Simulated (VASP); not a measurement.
# Ti4C in VASP: a series of runs

The runs below take Ti4C through single point, with PBE.

Program: VASP 6.6.1. These are calculated values, not measurements. Logs are shortened: lines on timing, memory, paths and dates and some standing lists are left out, and cuts for length are marked.

## Step 1: The cell of the first run

The cell holds a slab with vacuum, 5 atoms: a = 2.908 Å, b = 4.112 Å, c = 19.654 Å, α = 90.00°, β = 90.00°, γ = 90.00°.

## Step 2: Single point, PBE

Input file INCAR:

```
SYSTEM = Ti4C
  ALGO = Normal
  DIPOL = 0.5 0.5 0.347
  EDIFF = 1E-6
  ENCUT = 520
  GGA = PE
  IDIPOL = 3
  ISIF = 2
  ISMEAR = 0
  LASPH = .True.
  LCHARG = .False.
  LDIPOL = .True.
  LREAL = .False.
  LWAVE = .False.
  NBANDS = 34
  NELM = 80
  PREC = Accurate
  SIGMA = 0.1
```

Input file KPOINTS:

```
k-points
0
Gamma
  9 7 1
  0 0 0
```

Input file POSCAR:

```
Ti4C
1.0
    2.9076478547      0.0000000000      0.0000000000
    0.0000000000      4.1120350307      0.0000000000
    0.0000000000      0.0000000000     19.6538060989
Ti C
4 1
Direct
    0.5000000000      0.5000000000      0.2035229197
    0.0000000000      0.0000000000      0.2774945423
    0.5000000000      0.5000000000      0.3439527020
    0.0000000000      0.0000000000      0.4148716059
    0.0000000000      0.2000000000      0.4975478850
```

Potentials or basis: VASP PAW PBE potentials, release 64 (Ti_sv, C).

On the command line:

```sh
$ cat potpaw_PBE.64/Ti_sv/POTCAR potpaw_PBE.64/C/POTCAR > POTCAR
$ mpirun -np 1 vasp_std > vasp.out
```

OUTCAR:

```text
SYSTEM = Ti4C
   EDIFF = 1E-6
   ENCUT = 520
   GGA = PE
   ISIF = 2
   ISMEAR = 0
   LASPH = .True.
   LREAL = .False.
   NELM = 80
   PREC = Accurate

 ion  position               nearest neighbor table
   1  0.500  0.500  0.204-   3 2.76   2 2.91   2 2.91   2 2.91   2 2.91
   2  0.000  0.000  0.277-   4 2.70   3 2.84   3 2.84   3 2.84   3 2.84   1 2.91   1 2.91   1 2.91
                             1 2.91
   3  0.500  0.500  0.344-   1 2.76   2 2.84   2 2.84   2 2.84   2 2.84   4 2.88   4 2.88   4 2.88
                             4 2.88
   4  0.000  0.000  0.415-   5 1.82   2 2.70   3 2.88   3 2.88   3 2.88   3 2.88
   5  0.000  0.200  0.498-   4 1.82

  LATTYP: Found a simple orthorhombic cell.
 ALAT       =     2.9076478547
 B/A-ratio  =     1.4142135624
 C/A-ratio  =     6.7593488211

  Lattice vectors:

 A1 = (   2.9076478547,   0.0000000000,   0.0000000000)
 A2 = (   0.0000000000,   4.1120350307,   0.0000000000)
 A3 = (   0.0000000000,   0.0000000000,  19.6538060989)

Analysis of symmetry for initial positions (statically):
=====================================================================
 Subroutine PRICEL returns:
 Original cell was already a primitive cell.

 Routine SETGRP: Setting up the symmetry group for a
 simple orthorhombic supercell.

 Subroutine GETGRP returns: Found  2 space group operations
 (whereof  2 operations were pure point group operations)
 out of a pool of  8 trial point group operations.

The static configuration has the point symmetry C_1h.

Analysis of symmetry for dynamics (positions and initial velocities):
=====================================================================
 Subroutine PRICEL returns:
 Original cell was already a primitive cell.

 Routine SETGRP: Setting up the symmetry group for a
 simple orthorhombic supercell.

 Subroutine GETGRP returns: Found  2 space group operations
 (whereof  2 operations were pure point group operations)
 out of a pool of  8 trial point group operations.

The dynamic configuration has the point symmetry C_1h.

 Subroutine INISYM returns: Found  2 space group operations
 (whereof  2 operations are pure point group operations),
 and found     1 'primitive' translations

----------------------------------------------------------------------------------------

                                     Primitive cell

  volume of cell :     234.9878

  direct lattice vectors                    reciprocal lattice vectors
     2.907647855  0.000000000  0.000000000     0.343920602  0.000000000  0.000000000
     0.000000000  4.112035031  0.000000000     0.000000000  0.243188590  0.000000000
     0.000000000  0.000000000 19.653806099     0.000000000  0.000000000  0.050880730

  length of vectors
     2.907647855  4.112035031 19.653806099     0.343920602  0.243188590  0.050880730

  position of ions in fractional coordinates (direct lattice)
     0.500000000  0.500000000  0.203522920
     0.000000000  0.000000000  0.277494542
     0.500000000  0.500000000  0.343952702
     0.000000000  0.000000000  0.414871606
     0.000000000  0.200000000  0.497547885

  ion indices of the primitive-cell ions
   primitive index   ion index
                 1           1
                 2           2
                 3           3
                 4           4
                 5           5

----------------------------------------------------------------------------------------

 KPOINTS: k-points

Automatic generation of k-mesh.
 Grid dimensions read from file:
 generate k-points for:    9    7    1

 Generating k-lattice:

  Cartesian coordinates                     Fractional coordinates (reciprocal lattice)
     0.038213400  0.000000000  0.000000000     0.111111111  0.000000000  0.000000000
     0.000000000  0.034741227  0.000000000     0.000000000  0.142857143  0.000000000
     0.000000000  0.000000000  0.050880730     0.000000000  0.000000000  1.000000000

  Length of vectors
     0.038213400  0.034741227  0.050880730

  Shift w.r.t. Gamma in fractional coordinates (k-lattice)
     0.000000000  0.000000000  0.000000000

 Subroutine IBZKPT returns following result:
 ===========================================

 Found     20 irreducible k-points:

 Following reciprocal coordinates:
            Coordinates               Weight
  0.000000  0.000000  0.000000      1.000000
  0.111111  0.000000  0.000000      2.000000
  0.222222  0.000000  0.000000      2.000000
  0.333333  0.000000  0.000000      2.000000
  0.444444  0.000000  0.000000      2.000000
  0.000000  0.142857  0.000000      2.000000
[... 12 lines left out ...]
  0.333333  0.428571  0.000000      4.000000
  0.444444  0.428571  0.000000      4.000000
   k-points           NKPTS =     20   k-points in BZ     NKDIM =     20   number of bands    NBANDS=     34
   number of dos      NEDOS =    301   number of ions     NIONS =      5
   total plane-waves  NPLWV = 115200
   dimension x,y,z NGX =    24 NGY =   32 NGZ =  150
   dimension x,y,z NGXF=    48 NGYF=   64 NGZF=  300
   ions per type =               4   1
   NGX,Y,Z   is equivalent  to a cutoff of  13.72, 12.94, 12.69 a.u.
   NGXF,Y,Z  is equivalent  to a cutoff of  27.44, 25.87, 25.38 a.u.
 SYSTEM =  Ti4C
   PREC   = accura    normal or accurate (medium, high low for compatibility)
   ISTART =      0    job   : 0-new  1-cont  2-samecut
   ICHARG =      2    charge: 1-file 2-atom 10-const
   ISPIN  =      1    spin polarized calculation?
   LNONCOLLINEAR =      F non collinear calculations
   LSORBIT =      F    spin-orbit coupling
   LASPH  =      T    aspherical Exc in radial PAW
   ENCUT  =  520.0 eV  38.22 Ry    6.18 a.u.   5.41  7.65 36.54*2*pi/ulx,y,z
   NELM   =     80;   NELMIN=  2; NELMDL= -5     # of ELM steps
   EDIFF  = 0.1E-05   stopping-criterion for ELM
   LREAL  =      F    real-space projection
   EDIFFG = 0.1E-04   stopping-criterion for IOM
   NSW    =      0    number of steps for IOM
   IBRION =     -1    ionic relax: 0-MD 1-quasi-New 2-CG
   NFREE  =      0    steps in history (QN), initial steepest desc. (CG)
   ISIF   =      2    stress and relaxation
   ISYM   =      2    0-nonsym 1-usesym 2-fastsym
   POTIM  = 0.5000    time-step for ionic-motion
   TEBEG  =    0.0;   TEEND  =   0.0 temperature during run
   PSTRESS=    0.0 pullay stress
   NELECT =      52.0000    total number of electrons
   NUPDOWN=      -1.0000    fix difference up-down
   EMIN   =  10.00;   EMAX   =-10.00  energy-range for DOS
   EFERMI =   0.00;   METHOD = LEGACY
   ISMEAR =     0;   SIGMA  =   0.10  broadening in eV -4-tet -1-fermi 0-gaus
   EFERMI_NEDOS =   21; number of points for ismear=-14 and -15
   IALGO  =     38    algorithm
   IMIX   =      4    mixing-type and parameters
     AMIX     =   0.40;   BMIX     =  1.00
     AMIX_MAG =   1.60;   BMIX_MAG =  1.00
  volume/ion in A,a.u.               =      47.00       317.16
  Fermi-wavevector in a.u.,A,eV,Ry     =   0.990210  1.871226 13.340741  0.980517
  Thomas-Fermi vector in A             =   2.121865
   LORBIT       =      0    0 simple, 1 ext, 2 COOP (PROOUT), +10 PAW based schemes
   GGA     = PE    functional components
   LHFCALC =     F    Hartree Fock is set to
   AEXX    =    0.0000 exact exchange contribution
   IVDW    =     0    specifies the selected vdW correction
   LEPSILON=     F    determine dielectric tensor
   LRPA    =     F    only Hartree local field effects (RPA)
 non-spin polarized calculation
 Gauss-broadening in eV      SIGMA  =   0.10
  energy-cutoff  :      520.00
  volume of cell :      234.99
 maximum number of plane-waves:      6369
 NGX is ok and might be reduce to    24
   NGX = 11   NGY = 15   NGZ = 73

 number of electron      52.0000014 magnetization

 dipolmoment           0.000000      0.000000      0.217106 electrons x Angstroem

 Free energy of the ion-electron system (eV)
  ---------------------------------------------------
  ext. energy  EPLUGINS =         0.00000000
  ---------------------------------------------------
  free energy    TOTEN  =       -33.25804262 eV

  energy without entropy =      -33.22249851  energy(sigma->0) =      -33.24027056

 E-fermi :  -0.6282     XC(G=0):  -4.8965

 val. band max:       -0.6351638413   @ k =   0.3333   0.2857   0.0000
 cond. band min:      -0.6201864889   @ k =   0.2222   0.4286   0.0000
 fundamental gap:      0.0149773525
 Fermi energy:        -0.6282277835

 k-point     1 :       0.0000    0.0000    0.0000
  band No.  band energies     occupation
      1     -57.6627      2.00000
      2     -57.4180      2.00000
      3     -57.3102      2.00000
      4     -56.8162      2.00000
      5     -34.0978      2.00000
      6     -34.0037      2.00000
[... 26 lines left out ...]
     33       0.7744      0.00000
     34       1.0160      0.00000

 k-point     2 :       0.1111    0.0000    0.0000
  band No.  band energies     occupation
      1     -57.6573      2.00000
      2     -57.4104      2.00000
      3     -57.3088      2.00000
      4     -56.8117      2.00000
      5     -34.0953      2.00000
      6     -33.9881      2.00000
[... 26 lines left out ...]
     33       0.8431      0.00000
     34       1.2527      0.00000

 k-point     3 :       0.2222    0.0000    0.0000
  band No.  band energies     occupation
      1     -57.6437      2.00000
      2     -57.3900      2.00000
      3     -57.3063      2.00000
      4     -56.8005      2.00000
      5     -34.0912      2.00000
      6     -33.9478      2.00000
[... 26 lines left out ...]
     33       1.0046      0.00000
     34       1.1465      0.00000

 k-point     4 :       0.3333    0.0000    0.0000
  band No.  band energies     occupation
      1     -57.6282      2.00000
      2     -57.3633      2.00000
      3     -57.3070      2.00000
      4     -56.7878      2.00000
      5     -34.0921      2.00000
      6     -33.9021      2.00000
[... 26 lines left out ...]
     33       1.1751      0.00000
     34       1.2440      0.00000

 k-point     5 :       0.4444    0.0000    0.0000
  band No.  band energies     occupation
      1     -57.6181      2.00000
      2     -57.3390      2.00000
      3     -57.3142      2.00000
      4     -56.7794      2.00000
      5     -34.0975      2.00000
      6     -33.9615      2.00000
[... 473 lines left out ...]
 k-point    18 :       0.2222    0.4286    0.0000
  band No.  band energies     occupation
      1     -57.6400      2.00000
      2     -57.3610      2.00000
      3     -57.3365      2.00000
      4     -56.8022      2.00000
      5     -34.1149      2.00000
      6     -33.9503      2.00000
[... 26 lines left out ...]
     33       0.5678      0.00000
     34       0.9937      0.00000

 k-point    19 :       0.3333    0.4286    0.0000
  band No.  band energies     occupation
      1     -57.6265      2.00000
      2     -57.3452      2.00000
      3     -57.3250      2.00000
      4     -56.7883      2.00000
      5     -34.0839      2.00000
      6     -33.9620      2.00000
[... 26 lines left out ...]
     33       0.6244      0.00000
     34       1.1451      0.00000

 k-point    20 :       0.4444    0.4286    0.0000
  band No.  band energies     occupation
      1     -57.6176      2.00000
      2     -57.3346      2.00000
      3     -57.3178      2.00000
      4     -56.7791      2.00000
      5     -34.0621      2.00000
      6     -34.0037      2.00000
[... 26 lines left out ...]
     33       0.8797      0.00000
     34       1.1621      0.00000

------------------------ aborting loop because EDIFF is reached ----------------------------------------

 vacuum level on the upper side and lower side of the slab       (xc-potential included)         1.589        -1.615

  FORCE on cell =-STRESS in cart. coord.  units (eV):
  Direction    XX          YY          ZZ          XY          YZ          ZX
  --------------------------------------------------------------------------------------
  -------------------------------------------------------------------------------------
  Total       -0.1888076     -2.3223421     -0.6678733      0.0000000      2.3215950      0.0000000
  in kB       -1.2873149    -15.8340310     -4.5536472      0.0000000     15.8289374      0.0000000
  external PRESSURE =      -7.2249977 kB  Pullay stress =       0.0000000 kB

 VOLUME and BASIS-vectors are now :
 -----------------------------------------------------------------------------
  energy-cutoff  :      520.00
  volume of cell :      234.99
      direct lattice vectors                 reciprocal lattice vectors
     2.907647855  0.000000000  0.000000000     0.343920602  0.000000000  0.000000000
     0.000000000  4.112035031  0.000000000     0.000000000  0.243188590  0.000000000
     0.000000000  0.000000000 19.653806099     0.000000000  0.000000000  0.050880730

 POSITION                                       TOTAL-FORCE (eV/Angst)
 -----------------------------------------------------------------------------------
      1.45382      2.05602      4.00000         0.000000     -0.117307      0.504791
      0.00000      0.00000      5.45382         0.000000      0.221760     -0.469919
      1.45382      2.05602      6.75998         0.000000     -0.343456     -0.055938
      0.00000      0.00000      8.15381         0.000000     -0.963724     -0.034820
      0.00000      0.82241      9.77871         0.000000      1.202728      0.055886
 -----------------------------------------------------------------------------------
    total drift:                                0.000000     -0.000058      0.001331

  FREE ENERGIE OF THE ION-ELECTRON SYSTEM (eV)
  ---------------------------------------------------
  free  energy   TOTEN  =       -33.2580426188 eV

  energy  without entropy=      -33.2224985108  energy(sigma->0) =      -33.24027056

 vacuum level on the upper side and lower side of the slab         5.904         2.505
```

Wall time 4.3 min (1 thread of Intel Xeon 6975P-C (Granite Rapids), shared host); peak memory 0.38 GiB.

Results:

```
Free energy            : -33.2580 eV
Largest force          : 1.204 eV/Å
Band gap on the k mesh : zero (band 26 reaches -0.17 eV, above the bottom of band 27 at -0.74 eV)
```

Forces in eV/Å, atoms in the order of the input:
```
Ti   0.000 -0.117  0.505
Ti   0.000  0.222 -0.470
Ti   0.000 -0.343 -0.056
Ti   0.000 -0.964 -0.035
C    0.000  1.203  0.056
```

Levels at points of the mesh, in eV from the Fermi level:
```
           k point  band 22  band 23  band 24  band 25  band 26  band 27  band 28  band 29  band 30  band 31
(0.00, 0.00, 0.00)    -1.49    -1.00    -0.71    -0.18     0.05     0.27     0.54     0.82     0.87     1.19
```

## Step 3: Single point, PBE

Input file INCAR:

```
SYSTEM = Ti4C
  PREC = Accurate
  ENCUT = 520
  EDIFF = 1E-7
  ISMEAR = 0
  SIGMA = 0.1
  LREAL = .FALSE.
  LASPH = .TRUE.
  NELM = 60
  ALGO = Normal
  ISIF = 2
  LWAVE = .FALSE.
  LCHARG = .FALSE.
  LDIPOL = .TRUE.
  IDIPOL = 3
  DIPOL = 0.5 0.5 0.346
  GGA = PE
  NBANDS = 34
```

Input file KPOINTS:

```
Automatic mesh
0
G
  9 7 1
  0 0 0
```

POSCAR: that of step 2 with these lines changed.

```diff
@@ -12,2 +12,2 @@
     0.0000000000      0.0000000000      0.4148716059
-    0.0000000000      0.2000000000      0.4975478850
+    0.3333333333      0.0000000000      0.4892033893
```

Potentials or basis: VASP PAW PBE potentials, release 64 (Ti_sv, C).

On the command line:

```sh
$ cat potpaw_PBE.64/Ti_sv/POTCAR potpaw_PBE.64/C/POTCAR > POTCAR
$ mpirun -np 1 vasp_std > vasp.out
```

Wall time 5.1 min (1 thread of Intel Xeon 6975P-C (Granite Rapids), shared host); peak memory 0.39 GiB.

The run converged. Its results:

| Property | Result |
| --- | --- |
| Free energy | -34.1500 eV |
| Largest force | 2.691 eV/Å |
| Band gap on the k mesh | zero (band 26 reaches -0.64 eV, above the bottom of band 27 at -0.89 eV) |

Forces in eV/Å, atoms in the order of the input:
```
Ti   0.021  0.000  0.350
Ti  -0.232  0.000 -0.291
Ti   0.321  0.000 -0.557
Ti  -2.657  0.000  0.428
C    2.546  0.000  0.071
```

Levels at points of the mesh, in eV from the Fermi level:
| k point | band 24 | band 25 | band 26 | band 27 | band 28 | band 29 |
| --- | --- | --- | --- | --- | --- | --- |
| (0.00, 0.00, 0.00) | -0.72 | -0.14 | -0.11 | 0.32 | 0.45 | 0.51 |

(Continued in part 2 of 2.)
